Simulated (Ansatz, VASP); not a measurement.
Te2Mo: VASP beside Ansatz

```
CELL_PARAMETERS angstrom
3.56126 0.00000 0.00000
-1.78063 3.08414 0.00000
0.00000 0.00000 17.52380
ATOMIC_POSITIONS crystal
Te 0.33333 0.66667 0.87736
Te 0.33333 0.66667 0.10209
Mo 0.00000 0.00000 0.00000
```

Alike in both runs: task single point; functional r2SCAN; k mesh 12 × 12 × 2; occupations gaussian, width 0.05 eV; no spin polarisation.

|  | VASP | Ansatz |
| --- | --- | --- |
| version | VASP 6.6.1 | Ansatz 0.2.0 |
| potentials or method | VASP PAW PBE potentials, release 64 (Te, Mo_sv), cutoff 520 eV | scalar-relativistic, plane waves, PAW |
| valence electrons in the cell | 26 | 46 |

```csv
,VASP,Ansatz,Ansatz less VASP
gap on the k mesh at the Fermi level (eV),0.91,0.91,-0.002
least direct gap on the mesh (eV),1.19,1.19,0.000
rms of the force components (eV/Å),1.208,1.210,+0.0019
```

VASP's potentials were made for PBE, not for r2SCAN. Atom by atom the forces differ by 0.009 eV/Å (rms over components). VASP's potentials hold 26 valence electrons a cell and Ansatz's 46, so a difference there can come from the potentials and not from the codes.

Neither program's run includes spin-orbit coupling.
